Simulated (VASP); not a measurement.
# Si (I4_1/amd) in VASP: a series of runs

Si is run at these levels: PBE; tasks: relaxation of shape and atoms at fixed volume.

Everything below comes from runs of VASP 6.6.1. Logs are shortened: lines on timing, memory, paths and dates and some standing lists are left out, and cuts for length are marked.

**1. The cell of the first run**

The structure is tetragonal, space group I4_1/amd (No. 141). Conventional cell: a = 4.421 Å, b = 4.421 Å, c = 2.387 Å, α = 90.00°, β = 90.00°, γ = 90.00°. Within 3.0 Å of Si (site symmetry -4m2) lie 10 Si at 2.29 to 2.84 Å.

**2. Relaxation of shape and atoms at fixed volume, PBE (11.66 Å³/atom)**

Input file INCAR:

```
ALGO     = Normal         # electronic algorithm
EDIFF    = 1E-6           # SCF threshold, eV
EDIFFG   = -0.01          # ionic threshold
ENCUT    = 600            # plane-wave cutoff, eV
GGA      = PE             # functional
IBRION   = 2              # ionic algorithm
ISIF     = 4              # what is computed and relaxed
ISMEAR   = 0              # smearing method
LASPH    = T              # aspherical terms in the spheres
LCHARG   = F              # write CHGCAR
LREAL    = F              # projectors in reciprocal space
LWAVE    = F              # write WAVECAR
NELM     = 60             # most SCF steps
NSW      = 60             # ionic steps
PREC     = Accurate       # precision mode
SIGMA    = 0.05           # smearing width, eV
```

Input file KPOINTS:

```
k-points
0
Gamma
  20 20 20
```

Input file POSCAR:

```
Si
1.0
   -2.2103674877      2.2103674877      1.1933533482
    2.2103674877     -2.2103674877      1.1933533482
    2.2103674877      2.2103674877     -1.1933533482
Si
2
Direct
    0.2500000000      0.7500000000      0.5000000000
    0.5000000000      0.5000000000      0.0000000000
```

Potentials or basis: VASP PAW PBE potentials, release 64 (Si).

Command:

```console
$ cat potpaw_PBE.64/Si/POTCAR > POTCAR
$ mpirun -np 1 vasp_std > vasp.out
```

OUTCAR:

```text
EDIFF = 1E-6
   EDIFFG = -0.01
   ENCUT = 600
   GGA = PE
   IBRION = 2
   ISIF = 4
   ISMEAR = 0
   LASPH = T
   LREAL = F
   NELM = 60
   NSW = 60
   PREC = Accurate

 ion  position               nearest neighbor table
   1  0.250  0.750  0.500-   2 2.29   2 2.29   2 2.29   2 2.29   2 2.84   2 2.84   2 2.84   2 2.84

   2  0.500  0.500  0.000-   1 2.29   1 2.29   1 2.29   1 2.29   1 2.84   1 2.84   1 2.84   1 2.84

  LATTYP: Found a body centered tetragonal cell.
 ALAT       =     4.4207349754
 C/A-ratio  =     0.5398891157

  Lattice vectors:

 A1 = (  -2.2103674877,   2.2103674877,   1.1933533482)
 A2 = (   2.2103674877,  -2.2103674877,   1.1933533482)
 A3 = (   2.2103674877,   2.2103674877,  -1.1933533482)

Analysis of symmetry for initial positions (statically):
=====================================================================
 Subroutine PRICEL returns:
 Original cell was already a primitive cell.

 Routine SETGRP: Setting up the symmetry group for a
 body centered tetragonal supercell.

 Subroutine GETGRP returns: Found 16 space group operations
 (whereof  8 operations were pure point group operations)
 out of a pool of 16 trial point group operations.

The static configuration has the point symmetry D_2d.
 The point group associated with its full space group is D_4h.

Analysis of symmetry for dynamics (positions and initial velocities):
=====================================================================
 Subroutine PRICEL returns:
 Original cell was already a primitive cell.

 Routine SETGRP: Setting up the symmetry group for a
 body centered tetragonal supercell.

 Subroutine GETGRP returns: Found 16 space group operations
 (whereof  8 operations were pure point group operations)
 out of a pool of 16 trial point group operations.

The dynamic configuration has the point symmetry D_2d.
 The point group associated with its full space group is D_4h.

 Subroutine INISYM returns: Found 16 space group operations
 (whereof  8 operations are pure point group operations),
 and found     1 'primitive' translations

----------------------------------------------------------------------------------------

                                     Primitive cell

  volume of cell :      23.3216

  direct lattice vectors                    reciprocal lattice vectors
    -2.210367488  2.210367488  1.193353348     0.000000000  0.226206729  0.418987386
     2.210367488 -2.210367488  1.193353348     0.226206729  0.000000000  0.418987386
     2.210367488  2.210367488 -1.193353348     0.226206729  0.226206729  0.000000000

  length of vectors
     3.345973860  3.345973860  3.345973860     0.476151146  0.476151146  0.319904625

  position of ions in fractional coordinates (direct lattice)
     0.250000000  0.750000000  0.500000000
     0.500000000  0.500000000  0.000000000

  ion indices of the primitive-cell ions
   primitive index   ion index
                 1           1
                 2           2

----------------------------------------------------------------------------------------

 KPOINTS: k-points

Automatic generation of k-mesh.
 Grid dimensions read from file:
 generate k-points for:   20   20   20

 Generating k-lattice:

  Cartesian coordinates                     Fractional coordinates (reciprocal lattice)
     0.000000000  0.011310336  0.020949369     0.050000000  0.000000000 -0.000000000
     0.011310336  0.000000000  0.020949369     0.000000000  0.050000000 -0.000000000
     0.011310336  0.011310336  0.000000000     0.000000000  0.000000000  0.050000000

  Length of vectors
     0.023807557  0.023807557  0.015995231

  Shift w.r.t. Gamma in fractional coordinates (k-lattice)
     0.000000000  0.000000000  0.000000000

 Subroutine IBZKPT returns following result:
 ===========================================

 Found    641 irreducible k-points:

 Following reciprocal coordinates:
            Coordinates               Weight
  0.000000  0.000000  0.000000      1.000000
  0.050000  0.000000 -0.000000      8.000000
  0.100000  0.000000 -0.000000      8.000000
  0.150000  0.000000 -0.000000      8.000000
  0.200000  0.000000 -0.000000      8.000000
  0.250000  0.000000 -0.000000      8.000000
[... 16 lines left out ...]
 -0.400000  0.050000  0.000000     16.000000
 -0.350000  0.050000 -0.000000     16.000000
 [... further k-points ...]
   k-points           NKPTS =    641   k-points in BZ     NKDIM =    641   number of bands    NBANDS=      8
   number of dos      NEDOS =    301   number of ions     NIONS =      2
   total plane-waves  NPLWV =  21952
   dimension x,y,z NGX =    28 NGY =   28 NGZ =   28
   dimension x,y,z NGXF=    56 NGYF=   56 NGZF=   56
   ions per type =               2
   NGX,Y,Z   is equivalent  to a cutoff of  13.91, 13.91, 13.91 a.u.
   NGXF,Y,Z  is equivalent  to a cutoff of  27.82, 27.82, 27.82 a.u.
 SYSTEM =  unknown system
   PREC   = accura    normal or accurate (medium, high low for compatibility)
   ISTART =      0    job   : 0-new  1-cont  2-samecut
   ICHARG =      2    charge: 1-file 2-atom 10-const
   ISPIN  =      1    spin polarized calculation?
   LNONCOLLINEAR =      F non collinear calculations
   LSORBIT =      F    spin-orbit coupling
   LASPH  =      T    aspherical Exc in radial PAW
   ENCUT  =  600.0 eV  44.10 Ry    6.64 a.u.   6.68  6.68  6.68*2*pi/ulx,y,z
   NELM   =     60;   NELMIN=  2; NELMDL= -5     # of ELM steps
   EDIFF  = 0.1E-05   stopping-criterion for ELM
   LREAL  =      F    real-space projection
   EDIFFG = -.1E-01   stopping-criterion for IOM
   NSW    =     60    number of steps for IOM
   IBRION =      2    ionic relax: 0-MD 1-quasi-New 2-CG
   NFREE  =      1    steps in history (QN), initial steepest desc. (CG)
   ISIF   =      4    stress and relaxation
   ISYM   =      2    0-nonsym 1-usesym 2-fastsym
   POTIM  = 0.5000    time-step for ionic-motion
   TEBEG  =    0.0;   TEEND  =   0.0 temperature during run
   PSTRESS=    0.0 pullay stress
   NELECT =       8.0000    total number of electrons
   NUPDOWN=      -1.0000    fix difference up-down
   EMIN   =  10.00;   EMAX   =-10.00  energy-range for DOS
   EFERMI =   0.00;   METHOD = LEGACY
   ISMEAR =     0;   SIGMA  =   0.05  broadening in eV -4-tet -1-fermi 0-gaus
   EFERMI_NEDOS =   21; number of points for ismear=-14 and -15
   IALGO  =     38    algorithm
   IMIX   =      4    mixing-type and parameters
     AMIX     =   0.40;   BMIX     =  1.00
     AMIX_MAG =   1.60;   BMIX_MAG =  1.00
  volume/ion in A,a.u.               =      11.66        78.69
  Fermi-wavevector in a.u.,A,eV,Ry     =   1.146002  2.165630 17.868821  1.313321
  Thomas-Fermi vector in A             =   2.282688
   LORBIT       =      0    0 simple, 1 ext, 2 COOP (PROOUT), +10 PAW based schemes
   GGA     = PE    functional components
   LHFCALC =     F    Hartree Fock is set to
   AEXX    =    0.0000 exact exchange contribution
   IVDW    =     0    specifies the selected vdW correction
   LEPSILON=     F    determine dielectric tensor
   LRPA    =     F    only Hartree local field effects (RPA)
 conjugate gradient relaxation of ions
 non-spin polarized calculation
 Gauss-broadening in eV      SIGMA  =   0.05
  energy-cutoff  :      600.00
  volume of cell :       23.32
 maximum number of plane-waves:       796
   NGX = 13   NGY = 13   NGZ = 13

--------------------------------------- Ionic step        1  -------------------------------------------

 number of electron       8.0000000 magnetization

 Free energy of the ion-electron system (eV)
  ---------------------------------------------------
  ext. energy  EPLUGINS =         0.00000000
  ---------------------------------------------------
  free energy    TOTEN  =        -9.29764539 eV

  energy without entropy =       -9.29653013  energy(sigma->0) =       -9.29708776

------------------------ aborting loop because EDIFF is reached ----------------------------------------

  FORCE on cell =-STRESS in cart. coord.  units (eV):
  Direction    XX          YY          ZZ          XY          YZ          ZX
  --------------------------------------------------------------------------------------
  -------------------------------------------------------------------------------------
  Total        7.8833180      7.8833180      7.7122453      0.0000000      0.0000000      0.0000000
  in kB      541.5787466    541.5787466    529.8261617      0.0000000      0.0000000      0.0000000
  external PRESSURE =     537.6612183 kB  Pullay stress =       0.0000000 kB
[... 57 lines left out ...]
  energy  without entropy=       -9.2969070236  energy(sigma->0) =       -9.29736835

--------------------------------------- Ionic step        3  -------------------------------------------

 number of electron       8.0000000 magnetization

 Free energy of the ion-electron system (eV)
  ---------------------------------------------------
  ext. energy  EPLUGINS =         0.00000000
  ---------------------------------------------------
  free energy    TOTEN  =        -9.29784980 eV

  energy without entropy =       -9.29690211  energy(sigma->0) =       -9.29737596

 E-fermi :  12.9074     XC(G=0): -12.0182

 val. band max:       12.9062769869   @ k =  -0.2000  -0.4500   0.0500
 cond. band min:      12.9079412955   @ k =   0.3000   0.3000  -0.0000
 fundamental gap:      0.0016643086
 Fermi energy:        12.9074326846

 k-point     1 :       0.0000    0.0000    0.0000
  band No.  band energies     occupation
      1      -3.3923      2.00000
      2       9.6576      2.00000
      3       9.6576      2.00000
      4      11.3813      2.00000
      5      13.1105      0.00000
      6      21.1335      0.00000
      7      23.6428      0.00000
      8      24.0161      0.00000
[... 243 lines left out ...]
 k-point    24 :      -0.3500    0.0500   -0.0000
  band No.  band energies     occupation
      1      -0.1969      2.00000
      2       8.1370      2.00000
      3       9.5335      2.00000
      4      11.4382      2.00000
      5      15.0559      0.00000
      6      16.9650      0.00000
      7      18.0144      0.00000
      8      19.6853      0.00000

 [... further k-points ...]

------------------------ aborting loop because EDIFF is reached ----------------------------------------

  FORCE on cell =-STRESS in cart. coord.  units (eV):
  Direction    XX          YY          ZZ          XY          YZ          ZX
  --------------------------------------------------------------------------------------
  -------------------------------------------------------------------------------------
  Total        7.8188381      7.8188381      7.8215713      0.0000000      0.0000000      0.0000000
  in kB      537.1490219    537.1490219    537.3367891      0.0000000      0.0000000      0.0000000
  external PRESSURE =     537.2116110 kB  Pullay stress =       0.0000000 kB
[... 17 lines left out ...]
  FREE ENERGIE OF THE ION-ELECTRON SYSTEM (eV)
  ---------------------------------------------------
  free  energy   TOTEN  =        -9.2978498042 eV

  energy  without entropy=       -9.2969021079  energy(sigma->0) =       -9.29737596

 reached required accuracy - stopping structural energy minimisation
```

Run time: 3.8 min. Hardware: 1 thread of Intel Xeon Platinum 8259CL at 2.50GHz (Skylake/Cascade Lake), shared host; peak memory 0.25 GiB.

What came out:

```
Free energy               : -9.2978 eV
Energy gained by relaxing : 0.1 meV/atom
Ionic steps               : 3
Pressure after relaxing   : 53.7 GPa
Band gap on the k mesh    : zero (bands 4 and 5 overlap by 7.91 eV)
```

Step by step:
| step | energy change (eV) | largest force (eV/Å) | pressure (GPa) | volume (Å³) |
| --- | --- | --- | --- | --- |
| 1 | 0.0000 | 0.0000 | 53.77 | 23.32 |
| 2 | -0.0002 | 0.0000 | 53.71 | 23.32 |
| 3 | -0.0002 | 0.0000 | 53.72 | 23.32 |

Final structure:
```yaml
crystal:
  lattice:
    - [-2.21276, 2.21276, 1.19078]
    - [2.21276, -2.21276, 1.19078]
    - [2.21276, 2.21276, -1.19078]
  atoms:
    - { symbol: Si, position: [0.25000, 0.75000, 0.50000] }
    - { symbol: Si, position: [0.50000, 0.50000, 0.00000] }
```

Levels at points of the mesh, in eV from the Fermi level:
| k point | band 2 | band 3 | band 4 | band 5 | band 6 | band 7 |
| --- | --- | --- | --- | --- | --- | --- |
| (0.00, 0.00, 0.00) | -3.25 | -3.25 | -1.53 | 0.20 | 8.23 | 10.74 |
| (0.50, 0.00, 0.00) | -8.24 | -2.59 | -2.02 | -0.88 | 0.15 | 5.68 |
| (0.50, 0.50, 0.00) | -12.65 | 0.00 | 0.00 | 2.68 | 2.68 | 10.99 |
| (0.50, 0.50, 0.50) | -9.42 | -8.71 | -8.71 | 7.36 | 7.36 | 16.22 |

(Continued in part 2 of 2.)
